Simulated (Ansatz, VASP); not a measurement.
**RbBr in VASP and in Ansatz**

File INCAR:

```
PREC = Accurate
ENCUT = 520
EDIFF = 1E-7
ISMEAR = 0
SIGMA = 0.02
LREAL = False
LASPH = True
NELM = 80
ALGO = Normal
ISIF = 2
LWAVE = False
LCHARG = False
GGA = PE
NBANDS = 15
```

The input KPOINTS:

```
regular mesh
0
Gamma
  6 6 6
```

Contents of POSCAR:

```
RbBr
1.0
    0.0000000000      3.3301590000      3.3301590000
    3.7414590000     -0.4113000000      3.7414590000
    3.3301590000      3.3301590000      0.0000000000
Rb Br
1 1
Direct
   -0.0084223234      0.0252669702     -0.0084223234
    0.5084223234      0.4747330298      0.5084223234
```

Input for Ansatz:

```yaml
crystal:
  lattice:
    - [0.0, 3.330159, 3.330159]
    - [3.741459, -0.4113, 3.741459]
    - [3.330159, 3.330159, 0.0]
  atoms:
    - { symbol: Rb, position: [-0.0084223234, 0.0252669702, -0.0084223234] }
    - { symbol: Br, position: [0.5084223234, 0.4747330298, 0.5084223234] }
basis:
  ecutwfc: 420
kpoints:
  mp_grid: { grid: [6, 6, 6] }
hamiltonian:
  xc: pbe
scf:
  occupations: { method: gaussian, width: 0.02 }
output:
  forces: true
  stress: true
  eigenvalues: true
  populations: true
```

Alike in both runs: task single point; functional PBE; k mesh 6 × 6 × 6; occupations gaussian, width 0.02 eV; no spin polarisation.

|  | VASP | Ansatz |
| --- | --- | --- |
| version | VASP 6.6.1 | Ansatz 0.2.0 |
| potentials or method | VASP PAW PBE potentials, release 64 (Rb_sv, Br), cutoff 520 eV | scalar-relativistic, plane waves, PAW |
| valence electrons in the cell | 16 | 16 |

```csv
,VASP,Ansatz,Ansatz less VASP
gap on the k mesh at the Fermi level (eV),3.92,3.92,+0.001
least direct gap on the mesh (eV),3.92,3.92,+0.001
pressure (GPa),-0.1,-0.1,-0.02
"traceless stress, the component that is largest in VASP (GPa)",0.66,0.66,+0.001
rms of the force components (eV/Å),0.110,0.109,-0.0015
```

Atom by atom the forces differ by 0.001 eV/Å (rms over components). With one functional, cell and mesh, what is left measures potentials, basis and numerics.
